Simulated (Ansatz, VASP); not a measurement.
Si3Ge2: VASP beside Ansatz

```
CELL_PARAMETERS angstrom
3.73744 0.00000 0.00000
-1.86872 3.23672 0.00000
0.00000 0.00000 13.91362
ATOMIC_POSITIONS crystal
Si 0.33333 0.66667 0.00000
Si 0.33333 0.66667 0.40000
Si 0.33333 0.66667 0.60000
Si 0.66667 0.33333 0.30000
Si 0.66667 0.33333 0.50000
Si 0.66667 0.33333 0.70000
Ge 0.33333 0.66667 0.20000
Ge 0.33333 0.66667 0.80000
Ge 0.66667 0.33333 0.10000
Ge 0.66667 0.33333 0.90000
```

Alike in both runs: task relaxation of cell and atoms; functional PBE; k mesh 6 × 6 × 2; occupations gaussian, width 0.1 eV; no spin polarisation.

|  | VASP | Ansatz |
| --- | --- | --- |
| version | VASP 6.6.1 | Ansatz 0.2.0 |
| potentials or method | VASP PAW PBE potentials, release 64 (Si, Ge_d), cutoff 600 eV | scalar-relativistic, plane waves, PAW |
| valence electrons in the cell | 80 | 80 |

Ansatz gave:

```
gap on the k mesh at the Fermi level, each at its own relaxed structure (eV) : none
relaxed volume (Å³/atom)                                                     : 18.45
relaxed length of the cell vector where the two differ most in proportion (Å)              : 16.162
```

Question: Which values does VASP return?

Answer: gap on the k mesh at the Fermi level, each at its own relaxed structure (eV): none; relaxed volume (Å³/atom): 18.38; relaxed length of the cell vector where the two differ most in proportion (Å): 16.139.

A gap of «none» marks a metal or a gap that the smearing closes.
